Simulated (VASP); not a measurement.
Set up this calculation in VASP 6.6.1, as the native input.

```yaml
Task: single point
Functional: PBEsol
Potentials_or_basis: VASP PAW PBE potentials, release 64 (Mo_sv, S)
Cutoff: 520 eV
k_mesh: 6 × 6 × 6
Occupations: gaussian, width 0.1 eV
Spin: no spin polarisation
Dipole_correction: no
Further_INCAR_settings: ALGO = Normal; EDIFF = 1e-06; NBANDS = 17
```

The structure of MoS lies in POSCAR:

```
MoS
1.0
    0.0000000000      2.6385805390      2.6385805390
    2.6385805390      0.0000000000      2.6385805390
    2.6385805390      2.6385805390      0.0000000000
Mo S
1 1
Direct
    0.0000000000      0.0000000000      0.0000000000
    0.2500000000      0.2500000000      0.2500000000
```

These files were run (other wordings do the same):

INCAR

```
  PREC = Accurate
  ENCUT = 520
  EDIFF = 1E-6
  ISMEAR = 0
  SIGMA = 0.1
  LREAL = False
  LASPH = True
  NELM = 60
  ALGO = Normal
  ISIF = 2
  LWAVE = False
  LCHARG = False
  GGA = PS
  NBANDS = 17
```

KPOINTS

```
Automatic mesh
0
Gamma
  6 6 6
```

Potentials or basis: VASP PAW PBE potentials, release 64 (Mo_sv, S).

Launch:

```bash
$ cat potpaw_PBE.64/Mo_sv/POTCAR potpaw_PBE.64/S/POTCAR > POTCAR
$ mpirun -np 1 vasp_std > vasp.out
```

It gave:

The pressure is 0.3 GPa and the band gap on the k mesh is zero (band 10 reaches 8.44 eV, above the bottom of band 11 at 8.23 eV).

Caveat: the PAW data sets were made with another functional, which shifts forces and pressure a little.

It took 4.7 s on 1 thread of Intel(R) Xeon(R) 6975P-C (Granite Rapids), on a shared host, peak memory 0.15 GiB.
